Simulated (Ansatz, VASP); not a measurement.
**Ti3CuBr: VASP beside Ansatz**

INCAR

```
SYSTEM = Ti3CuBr
PREC     = Accurate       ! precision mode
ENCUT    = 600            ! plane-wave cutoff, eV
EDIFF    = 1E-6           ! SCF threshold, eV
ISMEAR   = 0              ! smearing method
SIGMA    = 0.1            ! smearing width, eV
LREAL    = .False.        ! projectors in reciprocal space
LASPH    = .True.         ! aspherical terms in the spheres
NELM     = 150            ! most SCF steps
ALGO     = Normal         ! electronic algorithm
ISIF     = 3              ! what is computed and relaxed
LWAVE    = .False.        ! write WAVECAR
LCHARG   = .False.        ! write CHGCAR
ISPIN    = 2              ! spin polarisation
MAGMOM   = 1 1 1 1 0      ! initial moments
LORBIT   = 11             ! projections on sites
LMAXMIX  = 4              ! l up to which the mixer works
GGA      = PE             ! functional
IBRION   = 2              ! ionic algorithm
NSW      = 90             ! ionic steps
EDIFFG   = -0.04          ! ionic threshold
```

Contents of KPOINTS:

```
regular mesh
0
Gamma
  4 4 4
  0 0 0
```

Contents of POSCAR:

```
Ti3CuBr
1.0
    4.3993420700      0.0000000000      0.0000000000
    0.0000000000      4.3993420700      0.0000000000
    0.0000000000      0.0000000000      4.3993420700
Ti Cu Br
3 1 1
Direct
    0.0000000000      0.5000000000      0.5000000000
    0.5000000000      0.0000000000      0.5000000000
    0.5000000000      0.5000000000      0.0000000000
    0.0000000000      0.0000000000      0.0000000000
    0.5000000000      0.5000000000      0.5000000000
```

Input for Ansatz:

```yaml
crystal:
  lattice:
    - [4.39934207, 0.0, 0.0]
    - [0.0, 4.39934207, 0.0]
    - [0.0, 0.0, 4.39934207]
  atoms:
    - { symbol: Ti, position: [0.0, 0.5, 0.5], spin: 1.0 }
    - { symbol: Ti, position: [0.5, 0.0, 0.5], spin: 1.0 }
    - { symbol: Ti, position: [0.5, 0.5, 0.0], spin: 1.0 }
    - { symbol: Cu, position: [0.0, 0.0, 0.0], spin: 1.0 }
    - { symbol: Br, position: [0.5, 0.5, 0.5] }
basis:
  ecutwfc: 420
kpoints:
  mp_grid: { grid: [4, 4, 4] }
hamiltonian:
  xc: pbe
scf:
  occupations: { method: gaussian, width: 0.1 }
  lower_state_search: "off"
output:
  forces: true
  stress: true
  eigenvalues: true
  populations: true
magnetization:
  spin_polarized: true
relax:
  adjacent_minimum: "off"
  f_tol: 0.04
  max_steps: 70
  cell: { stress_tol: 0.4 }
```

Change from the starting cell: species swapped into the Mn3IrN type (Pm-3m, No. 221).

Alike in both runs: task relaxation of cell and atoms; functional PBE; k mesh 4 × 4 × 4; occupations gaussian, width 0.1 eV; collinear spin.

```csv
,VASP,Ansatz
version,VASP 6.6.1,Ansatz 0.2.0
potentials or method,"VASP PAW PBE potentials, release 64 (Ti_sv, Cu, Br), cutoff 600 eV","scalar-relativistic, plane waves, PAW"
valence electrons in the cell,54,62
```

```csv
,VASP,Ansatz,Ansatz less VASP
"gap on the k mesh at the Fermi level, each at its own relaxed structure (eV)",none,none,-
net moment per atom (μB),0.17,0.16,-0.001
size of the moment on the site where the two differ most (μB),0.22,0.19,-0.032
relaxed volume (Å³/atom),19.93,19.84,-0.088
relaxed cell length with the largest relative difference (Å),4.636,4.629,-0.0069
```

Site moments also hang on the region over which each program counts them. A gap of «none» marks a metal or a gap that the smearing closes. VASP's potentials hold 54 valence electrons a cell and Ansatz's 62, so a difference there can come from the potentials and not from the codes.

Noted on VASP's run: the volume moved by over 15 % at a fixed basis, so the end points are rough.
